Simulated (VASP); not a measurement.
Runs of VASP 6.6.1 on Ta. The structure is that of space group Pm-3m (No. 221), or close to it. The cells are those of the table. 

```tsv
task	cell	k mesh	cutoff (eV)	gap on the mesh (eV)	pressure (GPa)
relaxation of cell and atoms	relaxed from a = 2.685 Å, 1 atom	6 × 6 × 6	600	none	0.0
single point	a = 2.685 Å, 1 atom	6 × 6 × 6	520	none	10.4
single point	a = 2.730 Å, 1 atom	20 × 20 × 20	520	none	0.5
single point	a = 2.736 Å, 1 atom	6 × 6 × 6	520	none	(a)
```

Alike in all rows: level r2SCAN; potentials or basis VASP PAW PBE potentials, release 64 (Ta_pv); no spin polarisation; smearing gaussian 0.1 eV.

Problem. Estimate the missing entries.

Solution. (a) 0.4.

Caveats: some runs use coarse meshes; the PAW data sets were made with another functional, which shifts forces and pressure a little; spin-orbit coupling is left out, which moves the levels of the heavy elements.

A k mesh can miss the band edges, and the runs leave out spin-orbit coupling on Ta.

A gap of «none» marks levels without a gap at the run's occupations.
